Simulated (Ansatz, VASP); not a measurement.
## One calculation of Ga3AsN2, two programs

Contents of INCAR:

```
PREC     = Accurate       # precision mode
ENCUT    = 520            # plane-wave cutoff, eV
EDIFF    = 1E-7           # SCF threshold, eV
ISMEAR   = -1             # smearing method
SIGMA    = 0.02           # smearing width, eV
LREAL    = F              # projectors in reciprocal space
LASPH    = T              # aspherical terms in the spheres
NELM     = 60             # most SCF steps
ALGO     = Normal         # electronic algorithm
ISIF     = 2              # what is computed and relaxed
LWAVE    = F              # write WAVECAR
LCHARG   = F              # write CHGCAR
GGA      = PE             # functional
NBANDS   = 36             # bands
```

File KPOINTS:

```
regular mesh
0
Gamma
  12 12 4
```

The input POSCAR:

```
Ga3AsN2
1.0
    3.4345910184      0.0000000000      0.0000000000
   -1.7172955092      2.9744430735      0.0000000000
    0.0000000000      0.0000000000      8.6392287941
N As Ga
2 1 3
Direct
    0.0000000000      0.0000000000      0.0202057783
    0.3333333333      0.6666666667      0.3117950496
    0.6666666667      0.3333333333      0.6599328999
    0.3333333333      0.6666666667      0.0854877964
    0.6666666667      0.3333333333      0.3770867460
    0.0000000000      0.0000000000      0.7954917298
```

Input for Ansatz:

```yaml
crystal:
  lattice:
    - [3.4345910184, 0.0, 0.0]
    - [-1.7172955092, 2.9744430735, 0.0]
    - [0.0, 0.0, 8.6392287941]
  atoms:
    - { symbol: "N", position: [0.0, 0.0, 0.0202057783] }
    - { symbol: "N", position: [0.3333333333, 0.6666666667, 0.3117950496] }
    - { symbol: As, position: [0.6666666667, 0.3333333333, 0.6599328999] }
    - { symbol: Ga, position: [0.3333333333, 0.6666666667, 0.0854877964] }
    - { symbol: Ga, position: [0.6666666667, 0.3333333333, 0.377086746] }
    - { symbol: Ga, position: [0.0, 0.0, 0.7954917298] }
kpoints:
  mp_grid: { grid: [12, 12, 4] }
  band_path:
    path:
      - [0.0, 0.0, 0.0]
      - [0.5, 0.0, 0.0]
      - [0.3333333333, 0.3333333333, 0.0]
      - [0.0, 0.0, 0.5]
      - [0.5, 0.0, 0.5]
      - [0.3333333333, 0.3333333333, 0.5]
      - [0.0, 0.1666666667, 0.0]
      - [0.0333333333, 0.0333333333, 0.5]
    npoints: 1
hamiltonian:
  xc: pbe
scf:
  occupations: { method: fermi_dirac, width: 0.02 }
  n_extra_bands: 5
output:
  forces: true
  stress: true
  eigenvalues: true
```

Alike in both runs: task single point; functional PBE; k mesh 12 × 12 × 4; occupations fermi-dirac, width 0.02 eV; no spin polarisation.

|  | VASP | Ansatz |
| --- | --- | --- |
| version | VASP 6.6.1 | Ansatz 0.2.0 |
| potentials or method | VASP PAW PBE potentials, release 64 (N, As, Ga_d) | plane waves, PAW |
| plane-wave cutoff (eV) | 520 | 420 |
| valence electrons in the cell | 54 | 64 |

|  | VASP | Ansatz | Ansatz less VASP |
| --- | --- | --- | --- |
| pressure (GPa) | 4.8 | 4.5 | -0.30 |
| traceless stress, the component that is largest in VASP (GPa) | 0.74 | 0.77 | +0.026 |
| rms of the force components (eV/Å) | 0.102 | 0.099 | -0.0036 |

Atom by atom the forces differ by 0.007 eV/Å (rms over components). VASP's potentials hold 54 valence electrons a cell and Ansatz's 64, so a difference there can come from the potentials and not from the codes.
